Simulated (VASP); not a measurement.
# Pt (P6_3/mmc) in VASP: a series of runs

Runs on Pt. Level: r2SCAN. Tasks: single point.

Program: VASP 6.6.1. These are calculated values, not measurements. Logs are shortened: lines on timing, memory, paths and dates and some standing lists are left out, and cuts for length are marked.

### 1 The cell of the first run

It takes space group P6_3/mmc (No. 194, hexagonal). The conventional cell has a = 2.801 Å, b = 2.801 Å, c = 9.403 Å, α = 90.00°, β = 90.00°, γ = 120.00°. Pt (site symmetry -3m) has 12 Pt at 2.80 to 2.85 Å within 3.7 Å. Within 3.7 Å of Pt (site symmetry -6m2) lie 12 Pt at 2.80 to 2.85 Å.

This isn't the form of Pt at room conditions, which is fcc.

### 2 Single point, r2SCAN (15.97 Å³/atom)

POSCAR

```
Pt
1.0
    2.8011586859      0.0000000000      0.0000000000
   -1.4005793429      2.4258745820      0.0000000000
    0.0000000000      0.0000000000      9.4029662688
Pt
4
Direct
    1.0000000000      1.0000000000      0.0000000000
    1.0000000000      1.0000000000      0.5000000000
    0.3333333333      0.6666666667      0.2500000000
    0.6666666667      0.3333333333      0.7500000000
```

INCAR.step1

```
PREC = Accurate
ENCUT = 550
ISMEAR = -1
SIGMA = 0.1
LREAL = False
LASPH = True
NELM = 120
NBANDS = 28
GGA = PE
ALGO = Normal
EDIFF = 1E-5
LWAVE = True
LCHARG = False
GGA_COMPAT = False
```

INCAR.step2

```
PREC = Accurate
ENCUT = 550
EDIFF = 1E-6
ISMEAR = -1
SIGMA = 0.1
LREAL = False
LASPH = True
NELM = 120
ALGO = Normal
ISIF = 2
LWAVE = False
LCHARG = False
METAGGA = R2SCAN
LMIXTAU = True
NBANDS = 28
ISTART = 1
GGA_COMPAT = False
```

KPOINTS

```
regular mesh
0
Gamma
  15 15 4
```

Potentials or basis: VASP PAW PBE potentials, release 64 (Pt).

Run with:

```console
> cat potpaw_PBE.64/Pt/POTCAR > POTCAR
> cp INCAR.step1 INCAR
> mpirun -np 1 vasp_std > vasp.out
> cp INCAR.step2 INCAR
> mpirun -np 1 vasp_std > vasp.out
```

OUTCAR:

```text
PREC = Accurate
   ENCUT = 550
   EDIFF = 1E-6
   ISMEAR = -1
   LREAL = False
   LASPH = True
   NELM = 120
   ISIF = 2
   METAGGA = R2SCAN
   ISTART = 1

 ion  position               nearest neighbor table
   1  0.000  0.000  0.000-   3 2.85   4 2.85   3 2.85   4 2.85   4 2.85   3 2.85
   2  0.000  0.000  0.500-   3 2.85   4 2.85   3 2.85   4 2.85   4 2.85   3 2.85
   3  0.333  0.667  0.250-   1 2.85   2 2.85   1 2.85   2 2.85   1 2.85   2 2.85
   4  0.667  0.333  0.750-   1 2.85   2 2.85   1 2.85   2 2.85   1 2.85   2 2.85

  LATTYP: Found a hexagonal cell.
 ALAT       =     2.8011586859
 C/A-ratio  =     3.3568131346

  Lattice vectors:

 A1 = (   2.8011586859,   0.0000000000,   0.0000000000)
 A2 = (  -1.4005793429,   2.4258745820,   0.0000000000)
 A3 = (   0.0000000000,   0.0000000000,   9.4029662688)

Analysis of symmetry for initial positions (statically):
=====================================================================
 Subroutine PRICEL returns:
 Original cell was already a primitive cell.

 Routine SETGRP: Setting up the symmetry group for a
 hexagonal supercell.

 Subroutine GETGRP returns: Found 24 space group operations
 (whereof 12 operations were pure point group operations)
 out of a pool of 24 trial point group operations.

The static configuration has the point symmetry D_3d.
 The point group associated with its full space group is D_6h.

Analysis of symmetry for dynamics (positions and initial velocities):
=====================================================================
 Subroutine PRICEL returns:
 Original cell was already a primitive cell.

 Routine SETGRP: Setting up the symmetry group for a
 hexagonal supercell.

 Subroutine GETGRP returns: Found 24 space group operations
 (whereof 12 operations were pure point group operations)
 out of a pool of 24 trial point group operations.

The dynamic configuration has the point symmetry D_3d.
 The point group associated with its full space group is D_6h.

 Subroutine INISYM returns: Found 24 space group operations
 (whereof 12 operations are pure point group operations),
 and found     1 'primitive' translations

----------------------------------------------------------------------------------------

                                     Primitive cell

  volume of cell :      63.8956

  direct lattice vectors                    reciprocal lattice vectors
     2.801158686  0.000000000  0.000000000     0.356995127  0.206111232  0.000000000
    -1.400579343  2.425874582  0.000000000     0.000000000  0.412222465  0.000000000
     0.000000000  0.000000000  9.402966269     0.000000000  0.000000000  0.106349419

  length of vectors
     2.801158686  2.801158686  9.402966269     0.412222465  0.412222465  0.106349419

  position of ions in fractional coordinates (direct lattice)
     0.000000000  0.000000000  0.000000000
     0.000000000  0.000000000  0.500000000
     0.333333333  0.666666667  0.250000000
     0.666666667  0.333333333  0.750000000

  ion indices of the primitive-cell ions
   primitive index   ion index
                 1           1
                 2           2
                 3           3
                 4           4

----------------------------------------------------------------------------------------

 KPOINTS: regular mesh

Automatic generation of k-mesh.
 Grid dimensions read from file:
 generate k-points for:   15   15    4

 Generating k-lattice:

  Cartesian coordinates                     Fractional coordinates (reciprocal lattice)
     0.023799675  0.013740749  0.000000000     0.066666667  0.000000000  0.000000000
     0.000000000  0.027481498  0.000000000     0.000000000  0.066666667  0.000000000
     0.000000000  0.000000000  0.026587355     0.000000000  0.000000000  0.250000000

  Length of vectors
     0.027481498  0.027481498  0.026587355

  Shift w.r.t. Gamma in fractional coordinates (k-lattice)
     0.000000000  0.000000000  0.000000000

 Subroutine IBZKPT returns following result:
 ===========================================

 Found     81 irreducible k-points:

 Following reciprocal coordinates:
            Coordinates               Weight
  0.000000  0.000000  0.000000      1.000000
  0.066667  0.000000  0.000000      6.000000
  0.133333  0.000000  0.000000      6.000000
  0.200000  0.000000  0.000000      6.000000
  0.266667  0.000000  0.000000      6.000000
  0.333333  0.000000  0.000000      6.000000
[... 16 lines left out ...]
  0.333333  0.200000  0.000000     12.000000
  0.400000  0.200000  0.000000      6.000000
 [... further k-points ...]
   k-points           NKPTS =     81   k-points in BZ     NKDIM =     81   number of bands    NBANDS=     28
   number of dos      NEDOS =    301   number of ions     NIONS =      4
   total plane-waves  NPLWV =  41472
   dimension x,y,z NGX =    24 NGY =   24 NGZ =   72
   dimension x,y,z NGXF=    48 NGYF=   48 NGZF=  144
   ions per type =               4
   NGX,Y,Z   is equivalent  to a cutoff of  14.24, 14.24, 12.73 a.u.
   NGXF,Y,Z  is equivalent  to a cutoff of  28.49, 28.49, 25.46 a.u.
 SYSTEM =  unknown system
   PREC   = accura    normal or accurate (medium, high low for compatibility)
   ISTART =      1    job   : 0-new  1-cont  2-samecut
   ICHARG =      0    charge: 1-file 2-atom 10-const
   ISPIN  =      1    spin polarized calculation?
   LNONCOLLINEAR =      F non collinear calculations
   LSORBIT =      F    spin-orbit coupling
   LASPH  =      T    aspherical Exc in radial PAW
   ENCUT  =  550.0 eV  40.42 Ry    6.36 a.u.   5.36  5.36 17.98*2*pi/ulx,y,z
   NELM   =    120;   NELMIN=  2; NELMDL=  0     # of ELM steps
   EDIFF  = 0.1E-05   stopping-criterion for ELM
   LREAL  =      F    real-space projection
   EDIFFG = 0.1E-04   stopping-criterion for IOM
   NSW    =      0    number of steps for IOM
   IBRION =     -1    ionic relax: 0-MD 1-quasi-New 2-CG
   NFREE  =      0    steps in history (QN), initial steepest desc. (CG)
   ISIF   =      2    stress and relaxation
   ISYM   =      2    0-nonsym 1-usesym 2-fastsym
   POTIM  = 0.5000    time-step for ionic-motion
   TEBEG  =    0.0;   TEEND  =   0.0 temperature during run
   PSTRESS=    0.0 pullay stress
   NELECT =      40.0000    total number of electrons
   NUPDOWN=      -1.0000    fix difference up-down
   EMIN   =  10.00;   EMAX   =-10.00  energy-range for DOS
   EFERMI =   0.00;   METHOD = LEGACY
   ISMEAR =    -1;   SIGMA  =   0.10  broadening in eV -4-tet -1-fermi 0-gaus
   EFERMI_NEDOS =   21; number of points for ismear=-14 and -15
   IALGO  =     38    algorithm
   IMIX   =      4    mixing-type and parameters
     AMIX     =   0.40;   BMIX     =  1.00
     AMIX_MAG =   1.60;   BMIX_MAG =  1.00
  volume/ion in A,a.u.               =      15.97       107.80
  Fermi-wavevector in a.u.,A,eV,Ry     =   1.400462  2.646489 26.685004  1.961292
  Thomas-Fermi vector in A             =   2.523420
   LORBIT       =      0    0 simple, 1 ext, 2 COOP (PROOUT), +10 PAW based schemes
   METAGGA = R2SCAN    functional components
   LHFCALC =     F    Hartree Fock is set to
   AEXX    =    0.0000 exact exchange contribution
   IVDW    =     0    specifies the selected vdW correction
   LEPSILON=     F    determine dielectric tensor
   LRPA    =     F    only Hartree local field effects (RPA)
 non-spin polarized calculation
  energy-cutoff  :      550.00
  volume of cell :       63.90
 maximum number of plane-waves:      1908
 NGX is ok and might be reduce to    24
   NGX = 11   NGY = 11   NGZ = 35

 number of electron      40.0000002 magnetization

 Free energy of the ion-electron system (eV)
  ---------------------------------------------------
  ext. energy  EPLUGINS =         0.00000000
  ---------------------------------------------------
  free energy    TOTEN  =      -205.91469264 eV

  energy without entropy =     -205.69169849  energy(sigma->0) =     -205.80319556

 E-fermi :   9.9562     XC(G=0): -14.2255

 val. band max:        9.9547118575   @ k =   0.2000   0.2000   0.5000
 cond. band min:       9.9583267835   @ k =   0.3333   0.1333   0.2500
 fundamental gap:      0.0036149260
 Fermi energy:         9.9562483128

 k-point     1 :       0.0000    0.0000    0.0000
  band No.  band energies     occupation
      1       0.1062      2.00000
      2       2.0126      2.00000
      3       2.0144      2.00000
      4       2.8863      2.00000
      5       6.0156      2.00000
      6       6.0649      2.00000
[... 20 lines left out ...]
     27      23.2226      0.00000
     28      25.4899      0.00000

 k-point     2 :       0.0667    0.0000    0.0000
  band No.  band energies     occupation
      1       0.2672      2.00000
      2       2.1679      2.00000
      3       2.1696      2.00000
      4       3.0307      2.00000
      5       5.8516      2.00000
      6       5.9746      2.00000
[... 20 lines left out ...]
     27      23.2930      0.00000
     28      25.7280      0.00000

 k-point     3 :       0.1333    0.0000    0.0000
  band No.  band energies     occupation
      1       0.7334      2.00000
      2       2.5979      2.00000
      3       2.5993      2.00000
      4       3.4268      2.00000
      5       5.5184      2.00000
      6       5.7482      2.00000
[... 20 lines left out ...]
     27      23.4655      0.00000
     28      26.2860      0.00000

 k-point     4 :       0.2000    0.0000    0.0000
  band No.  band energies     occupation
      1       1.4459      2.00000
      2       3.1544      2.00000
      3       3.1558      2.00000
      4       3.9206      2.00000
      5       5.2015      2.00000
      6       5.4567      2.00000
[... 578 lines left out ...]
     27      18.7709      0.00000
     28      19.9826      0.00000

 k-point    23 :       0.3333    0.2000    0.0000
  band No.  band energies     occupation
      1       3.9038      2.00000
      2       3.9572      2.00000
      3       4.4857      2.00000
      4       4.8869      2.00000
      5       4.9450      2.00000
      6       5.0569      2.00000
[... 20 lines left out ...]
     27      18.0879      0.00000
     28      19.2213      0.00000

 k-point    24 :       0.4000    0.2000    0.0000
  band No.  band energies     occupation
      1       3.8849      2.00000
      2       3.9061      2.00000
      3       4.4245      2.00000
      4       4.9782      2.00000
      5       5.0677      2.00000
      6       5.1509      2.00000
[... 20 lines left out ...]
     27      18.0596      0.00000
     28      19.4679      0.00000

 [... further k-points ...]
[... 5 lines left out ...]
  --------------------------------------------------------------------------------------
  -------------------------------------------------------------------------------------
  Total       -3.6431743     -3.6431743     -3.3635352     -0.0000000      0.0000000     -0.0000000
  in kB      -91.3523227    -91.3523227    -84.3403936     -0.0000000      0.0000000     -0.0000000
  external PRESSURE =     -89.0150130 kB  Pullay stress =       0.0000000 kB

 VOLUME and BASIS-vectors are now :
 -----------------------------------------------------------------------------
  energy-cutoff  :      550.00
  volume of cell :       63.90
      direct lattice vectors                 reciprocal lattice vectors
     2.801158686  0.000000000  0.000000000     0.356995127  0.206111232  0.000000000
    -1.400579343  2.425874582  0.000000000     0.000000000  0.412222465  0.000000000
     0.000000000  0.000000000  9.402966269     0.000000000  0.000000000  0.106349419

 POSITION                                       TOTAL-FORCE (eV/Angst)
 -----------------------------------------------------------------------------------
      0.00000      0.00000      0.00000         0.000000      0.000000      0.000000
      0.00000      0.00000      4.70148         0.000000      0.000000      0.000000
     -0.00000      1.61725      2.35074         0.000000     -0.000000      0.000000
      1.40058      0.80862      7.05222        -0.000000      0.000000     -0.000000
 -----------------------------------------------------------------------------------
    total drift:                               -0.000000      0.000000      0.000000

  FREE ENERGIE OF THE ION-ELECTRON SYSTEM (eV)
  ---------------------------------------------------
  free  energy   TOTEN  =      -205.9146926387 eV

  energy  without entropy=     -205.6916984870  energy(sigma->0) =     -205.80319556
```

Wall time 9.2 min (1 thread of Intel Xeon Platinum 8259CL at 2.50GHz (Skylake/Cascade Lake), shared host); peak memory 0.28 GiB.

Results:

| Quantity | Value |
| --- | --- |
| Free energy | -205.9147 eV |
| Pressure | -8.9 GPa |
| Band gap on the k mesh | zero (bands 20 and 21 overlap by 1.31 eV) |

Caveat: the cell stands under tension; the PAW data sets were made with another functional, which shifts forces and pressure a little; spin-orbit coupling is left out, which moves the levels of the heavy elements.

### 3 Single point, r2SCAN (16.59 Å³/atom)

This run uses another cell than the first one, of 16.59 Å³/atom.

POSCAR

```
Pt
1.0
    2.8366201553      0.0000000000      0.0000000000
   -1.4183100777      2.4565851154      0.0000000000
    0.0000000000      0.0000000000      9.5220037951
Pt
4
Direct
    1.0000000000      1.0000000000      0.0000000000
    1.0000000000      1.0000000000      0.5000000000
    0.3333333333      0.6666666667      0.2500000000
    0.6666666667      0.3333333333      0.7500000000
```

INCAR.step1

```
PREC = Accurate
ENCUT = 550
ISMEAR = -1
SIGMA = 0.1
LREAL = F
LASPH = T
NELM = 120
NBANDS = 28
GGA = PE
ALGO = Normal
EDIFF = 1E-5
LWAVE = T
LCHARG = F
GGA_COMPAT = F
```

INCAR.step2

```
PREC = Accurate
ENCUT = 550
EDIFF = 1E-6
ISMEAR = -1
SIGMA = 0.1
LREAL = F
LASPH = T
NELM = 120
ALGO = Normal
ISIF = 2
LWAVE = F
LCHARG = T
METAGGA = R2SCAN
LMIXTAU = T
LELF = T
LVHAR = T
NBANDS = 28
ISTART = 1
GGA_COMPAT = F
```

KPOINTS is that of step 2.

Potentials or basis: VASP PAW PBE potentials, release 64 (Pt).

Run with:

```console
> cat potpaw_PBE.64/Pt/POTCAR > POTCAR
> cp INCAR.step1 INCAR
> mpirun -np 1 vasp_std > vasp.out
> cp INCAR.step2 INCAR
> mpirun -np 1 vasp_std > vasp.out
```

Run time: 11 min. Hardware: 1 thread of Intel Xeon Platinum 8259CL at 2.50GHz (Skylake/Cascade Lake), shared host; peak memory 0.28 GiB.

Results (log left out):

```yaml
Free_energy: -205.7199 eV
Pressure: -16.3 GPa
Band_gap_on_the_k_mesh: zero (bands 20 and 21 overlap by 1.23 eV)
```

Stress tensor (GPa, compression positive):
```
-16.63   0.00   0.00
  0.00 -16.63   0.00
  0.00   0.00 -15.52
```

Levels at points of the mesh, in eV from the Fermi level:
| k point | band 17 | band 18 | band 19 | band 20 | band 21 | band 22 | band 23 | band 24 |
| --- | --- | --- | --- | --- | --- | --- | --- | --- |
| (0.00, 0.00, 0.00) | -1.79 | -1.23 | -1.23 | -0.86 | -0.86 | -0.15 | -0.15 | -0.11 |
| (0.00, 0.00, 0.50) | -1.54 | -1.54 | -1.54 | -1.54 | -0.45 | -0.45 | -0.45 | -0.45 |

Caveat: the cell stands under tension; the PAW data sets were made with another functional, which shifts forces and pressure a little; spin-orbit coupling is left out, which moves the levels of the heavy elements.

### 4 Single point, r2SCAN (17.20 Å³/atom)

This run uses another cell than the first one, of 17.20 Å³/atom.

POSCAR

```
Pt
1.0
    2.8712164937      0.0000000000      0.0000000000
   -1.4356082468      2.4865464233      0.0000000000
    0.0000000000      0.0000000000      9.6381372382
Pt
4
Direct
    1.0000000000      1.0000000000      0.0000000000
    1.0000000000      1.0000000000      0.5000000000
    0.3333333333      0.6666666667      0.2500000000
    0.6666666667      0.3333333333      0.7500000000
```

INCAR.step1

```
PREC = Accurate
ENCUT = 550
ISMEAR = -1
SIGMA = 0.1
LREAL = False
LASPH = True
NELM = 120
NBANDS = 28
GGA = PE
ALGO = Normal
EDIFF = 1E-5
LWAVE = True
LCHARG = False
GGA_COMPAT = False
```

INCAR.step2

```
PREC = Accurate
ENCUT = 550
EDIFF = 1E-6
ISMEAR = -1
SIGMA = 0.1
LREAL = False
LASPH = True
NELM = 120
ALGO = Normal
ISIF = 2
LWAVE = False
LCHARG = True
METAGGA = R2SCAN
LMIXTAU = True
LELF = True
LVHAR = True
NBANDS = 28
ISTART = 1
GGA_COMPAT = False
```

KPOINTS is that of step 3.

Run with:

```console
> cat potpaw_PBE.64/Pt/POTCAR > POTCAR
> cp INCAR.step1 INCAR
> mpirun -np 1 vasp_std > vasp.out
> cp INCAR.step2 INCAR
> mpirun -np 1 vasp_std > vasp.out
```

Wall time 9.9 min (1 thread of Intel Xeon Platinum 8259CL at 2.50GHz (Skylake/Cascade Lake), shared host); peak memory 0.3 GiB.

The run converged. Its results:

- Free energy: -205.4262 eV
- Pressure: -21.9 GPa
- Band gap on the k mesh: zero (bands 20 and 21 overlap by 1.15 eV)

Stress tensor (GPa, compression positive):
```
-22.32   0.00   0.00
  0.00 -22.32   0.00
  0.00   0.00 -20.91
```

Levels at points of the mesh, in eV from the Fermi level:
| k point | band 16 | band 17 | band 18 | band 19 | band 20 | band 21 | band 22 | band 23 | band 24 | band 25 |
| --- | --- | --- | --- | --- | --- | --- | --- | --- | --- | --- |
| (0.00, 0.00, 0.00) | -1.69 | -1.69 | -1.16 | -1.16 | -0.81 | -0.81 | -0.15 | -0.15 | 0.05 | 4.79 |
| (0.00, 0.00, 0.50) | -1.93 | -1.45 | -1.45 | -1.45 | -1.45 | -0.42 | -0.42 | -0.42 | -0.42 | 7.82 |

Caveat: the cell stands under tension; the PAW data sets were made with another functional, which shifts forces and pressure a little; spin-orbit coupling is left out, which moves the levels of the heavy elements.

### 5 Single point, r2SCAN

This run uses another cell than the first one, of 15.36 Å³/atom.

POSCAR

```
Pt
1.0
    2.7647758836      0.0000000000      0.0000000000
   -1.3823879418      2.3943661509      0.0000000000
    0.0000000000      0.0000000000      9.2808360001
Pt
4
Direct
    1.0000000000      1.0000000000      0.0000000000
    1.0000000000      1.0000000000      0.5000000000
    0.3333333333      0.6666666667      0.2500000000
    0.6666666667      0.3333333333      0.7500000000
```

INCAR.step1

```
ALGO = Normal ; EDIFF = 1E-5
ENCUT = 550 ; GGA = PE
GGA_COMPAT = F ; ISMEAR = -1
LASPH = T ; LCHARG = F
LREAL = F ; LWAVE = T
NBANDS = 28 ; NELM = 120
PREC = Accurate ; SIGMA = 0.1
```

INCAR.step2

```
ALGO = Normal ; EDIFF = 1E-6
ENCUT = 550 ; GGA_COMPAT = F
ISIF = 2 ; ISMEAR = -1
ISTART = 1 ; LASPH = T
LCHARG = T ; LELF = T
LMIXTAU = T ; LREAL = F
LVHAR = T ; LWAVE = F
METAGGA = R2SCAN ; NBANDS = 28
NELM = 120 ; PREC = Accurate
SIGMA = 0.1
```

KPOINTS

```
k-points
0
Gamma
  17 17 5
```

Run with:

```console
> cat potpaw_PBE.64/Pt/POTCAR > POTCAR
> cp INCAR.step1 INCAR
> mpirun -np 1 vasp_std > vasp.out
> cp INCAR.step2 INCAR
> mpirun -np 1 vasp_std > vasp.out
```

It took 9.2 min on 1 thread of Intel Xeon Platinum 8259CL at 2.50GHz (Skylake/Cascade Lake), shared host; peak memory 0.29 GiB.

The run converged. Its results:

```yaml
Free_energy: -205.9854 eV
Pressure: 0.6 GPa
Band_gap_on_the_k_mesh: zero (bands 20 and 21 overlap by 1.39 eV)
```

Stress tensor (GPa, compression positive):
```
0.66 0.00 0.00
0.00 0.66 0.00
0.00 0.00 0.57
```

Levels at points of the mesh, in eV from the Fermi level:
```
           k point  band 17  band 18  band 19  band 20  band 21  band 22  band 23  band 24
(0.00, 0.00, 0.00)    -2.02    -1.39    -1.39    -0.96    -0.96    -0.45    -0.16    -0.16
```

Caveat: the PAW data sets were made with another functional, which shifts forces and pressure a little; spin-orbit coupling is left out, which moves the levels of the heavy elements.

### 6 The runs side by side

```csv
cell,k mesh,gap on the mesh (eV),pressure (GPa)
"a = 2.801, b = 2.801, c = 9.403 Å, angles 90.0, 90.0, 120.0°, 4 atoms",15 × 15 × 4,none,-8.9
"a = 2.837, b = 2.837, c = 9.522 Å, angles 90.0, 90.0, 120.0°, 4 atoms",15 × 15 × 4,none,-16.3
"a = 2.871, b = 2.871, c = 9.638 Å, angles 90.0, 90.0, 120.0°, 4 atoms",15 × 15 × 4,none,-21.9
"a = 2.765, b = 2.765, c = 9.281 Å, angles 90.0, 90.0, 120.0°, 4 atoms",17 × 17 × 5,none,0.6
```

Alike in all rows: task single point; level r2SCAN; potentials or basis VASP PAW PBE potentials, release 64 (Pt); no spin polarisation; cutoff (eV) 550; smearing fermi-dirac 0.1 eV.

Caveats: the PAW data sets were made with another functional, which shifts forces and pressure a little; spin-orbit coupling is left out, which moves the levels of the heavy elements; the cell stands under tension (at least some runs).

Absolute energies hang on the potentials; compare differences alone.
